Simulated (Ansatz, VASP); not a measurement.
## Two plane-wave programs on Ca3Y3Au

```xyz
7
Lattice="5.5656 0.0000 0.0000 0.0000 5.5656 0.0000 0.0000 0.0000 5.5656" Properties=species:S:1:pos:R:3 pbc="T T T"
Ca    0.0000    2.7828    0.0000
Ca    2.7828    0.0000    0.0000
Ca    0.0000    0.0000    2.7828
Y     0.0000    2.7828    2.7828
Y     2.7828    2.7828    0.0000
Y     2.7828    0.0000    2.7828
Au    2.7828    2.7828    2.7828
```

Change from the starting cell: species swapped into the Ce3GaBr3 type (Pm-3m, No. 221).

Alike in both runs: task single point; functional PBE; k mesh 4 × 4 × 4; occupations gaussian, width 0.1 eV; no spin polarisation.

|  | VASP | Ansatz |
| --- | --- | --- |
| version | VASP 6.6.1 | Ansatz 0.2.0 |
| potentials or method | VASP PAW PBE potentials, release 64 (Ca_sv, Y_sv, Au), cutoff 520 eV | scalar-relativistic, plane waves, PAW |
| valence electrons in the cell | 74 | 82 |

```tsv
	VASP	Ansatz	Ansatz less VASP
gap on the k mesh at the Fermi level (eV)	none	none	-
pressure (GPa)	17.2	17.2	-0.05
```

A gap of «none» marks a metal or a gap that the smearing closes. VASP's potentials hold 74 valence electrons a cell and Ansatz's 82, so a difference there can come from the potentials and not from the codes.

Neither program's run includes spin-orbit coupling.
